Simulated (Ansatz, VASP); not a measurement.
# TaN: VASP beside Ansatz

The input INCAR:

```
PREC = Accurate
ENCUT = 600
EDIFF = 1E-6
ISMEAR = 0
SIGMA = 0.15
LREAL = F
LASPH = T
NELM = 120
ALGO = Normal
ISIF = 2
LWAVE = F
LCHARG = T
GGA = PS
LELF = T
LVHAR = T
NBANDS = 16
GGA_COMPAT = F
```

The input KPOINTS:

```
Automatic mesh
0
Gamma
  24 24 20
```

The input POSCAR:

```
TaN
1.0
    3.0409486065      0.0000000000      0.0000000000
   -1.5204743033      2.6335387449      0.0000000000
    0.0000000000      0.0000000000      2.6410694312
Ta N
1 1
Direct
    0.3333333333      0.6666666667      0.5000000000
    0.0000000000      0.0000000000      0.0000000000
```

Input for Ansatz:

```yaml
crystal:
  lattice:
    - [3.0409486065, 0.0, 0.0]
    - [-1.5204743033, 2.6335387449, 0.0]
    - [0.0, 0.0, 2.6410694312]
  atoms:
    - { symbol: Ta, position: [0.3333333333, 0.6666666667, 0.5] }
    - { symbol: "N", position: [0.0, 0.0, 0.0] }
basis:
  ecutwfc: 420
kpoints:
  mp_grid: { grid: [24, 24, 20] }
hamiltonian:
  xc: pbesol
scf:
  occupations: { method: gaussian, width: 0.15 }
output:
  forces: true
  stress: true
  eigenvalues: true
```

Change from the starting cell: strain +0.040 along x and y, -0.080 along z, atoms carried along.

Alike in both runs: task single point; functional PBEsol; k mesh 24 × 24 × 20; occupations gaussian, width 0.15 eV; no spin polarisation.

```csv
,VASP,Ansatz
version,VASP 6.6.1,Ansatz 0.2.0
potentials or method,"VASP PAW PBE potentials, release 64 (Ta_sv_GW, N), cutoff 600 eV","scalar-relativistic, plane waves, PAW"
valence electrons in the cell,18,18
```

|  | VASP | Ansatz | Ansatz less VASP |
| --- | --- | --- | --- |
| gap on the k mesh at the Fermi level (eV) | none | none | - |
| pressure (GPa) | 9.2 | 9.1 | -0.11 |
| traceless stress, the component that is largest in VASP (GPa) | 57.68 | 57.79 | +0.110 |

VASP's potentials were made for PBE, not for PBEsol. A gap of «none» marks a metal or a gap that the smearing closes. With one functional, cell and mesh, what is left measures potentials, basis and numerics.

Spin-orbit coupling is off throughout.
